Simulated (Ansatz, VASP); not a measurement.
# TiC: VASP beside Ansatz

File INCAR:

```
  PREC = Accurate
  ENCUT = 520
  EDIFF = 1E-7
  ISMEAR = 0
  SIGMA = 0.15
  LREAL = False
  LASPH = True
  NELM = 60
  ALGO = Normal
  ISIF = 2
  LWAVE = False
  LCHARG = False
  GGA = PE
  NBANDS = 15
```

KPOINTS

```
Automatic mesh
0
Gamma
  18 18 18
```

The input POSCAR:

```
TiC
1.0
    0.0000000000      2.0990800000      2.0990800000
    2.0990800000      0.0000000000      2.0990800000
    2.0990800000      2.0990800000      0.0000000000
Ti C
1 1
Direct
    0.0000000000      0.0000000000      0.0000000000
    0.5000000000      0.5000000000      0.5000000000
```

Input for Ansatz:

```yaml
crystal:
  lattice:
    - [0.0, 2.09908, 2.09908]
    - [2.09908, 0.0, 2.09908]
    - [2.09908, 2.09908, 0.0]
  atoms:
    - { symbol: Ti, position: [0.0, 0.0, 0.0] }
    - { symbol: C, position: [0.5, 0.5, 0.5] }
basis:
  ecutwfc: 420
kpoints:
  mp_grid: { grid: [18, 18, 18] }
hamiltonian:
  xc: pbe
scf:
  occupations: { method: gaussian, width: 0.15 }
output:
  forces: true
  stress: true
  eigenvalues: true
```

Change from the starting cell: strain -0.030 along x and y, -0.030 along z, atoms carried along.

Alike in both runs: task single point; functional PBE; k mesh 18 × 18 × 18; occupations gaussian, width 0.15 eV; no spin polarisation.

```csv
,VASP,Ansatz
version,VASP 6.6.1,Ansatz 0.2.0
potentials or method,"VASP PAW PBE potentials, release 64 (Ti_sv, C), cutoff 520 eV","scalar-relativistic, plane waves, PAW"
valence electrons in the cell,16,16
```

```tsv
	VASP	Ansatz	Ansatz less VASP
gap on the k mesh at the Fermi level (eV)	none	none	-
pressure (GPa)	28.8	28.7	-0.14
```

A gap of «none» marks a metal or a gap that the smearing closes. Both programs put the cell under a high pressure, so it lies far from rest at this level.
